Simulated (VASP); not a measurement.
Here is a VASP 6.6.1 calculation.

Contents of POSCAR:

```
GaN
1.0
    0.0000000000      2.2414625937      2.2414625937
    2.2414625937      0.0000000000      2.2414625937
    2.2414625937      2.2414625937      0.0000000000
Ga N
1 1
Direct
    0.0000000000      0.0000000000      0.0000000000
    0.2500000000      0.2500000000      0.2500000000
```

File INCAR.step1:

```
ALGO = Normal
EDIFF = 1E-5
ENCUT = 1460
GGA = PE
GGA_COMPAT = False
ISMEAR = 0
LASPH = True
LCHARG = False
LREAL = False
LWAVE = True
NBANDS = 16
NELM = 120
PREC = Accurate
SIGMA = 0.01
```

The input INCAR.step2:

```
ALGO = Normal
EDIFF = 1E-6
ENCUT = 1460
GGA_COMPAT = False
ISIF = 2
ISMEAR = 0
ISTART = 1
LASPH = True
LCHARG = True
LELF = True
LMIXTAU = True
LREAL = False
LVHAR = True
LWAVE = False
METAGGA = R2SCAN
NBANDS = 16
NELM = 120
PREC = Accurate
SIGMA = 0.01
```

File KPOINTS:

```
k-points
0
Gamma
  10 10 10
```

Potentials or basis: VASP PAW PBE potentials, release 64 (Ga_d, N_h).

Command:

```sh
$ cat potpaw_PBE.64/Ga_d/POTCAR potpaw_PBE.64/N_h/POTCAR > POTCAR
$ cp INCAR.step1 INCAR
$ mpirun -np 1 vasp_std > vasp.out
$ cp INCAR.step2 INCAR
$ mpirun -np 1 vasp_std > vasp.out
```

(1) What does it give for the band gap on the k mesh?

(2) Estimate the pressure.

Results:

(1) 2.23 eV.

(2) 3.2 GPa.

Caveat: the cell stands under pressure; the PAW data sets were made with another functional, which shifts forces and pressure a little.
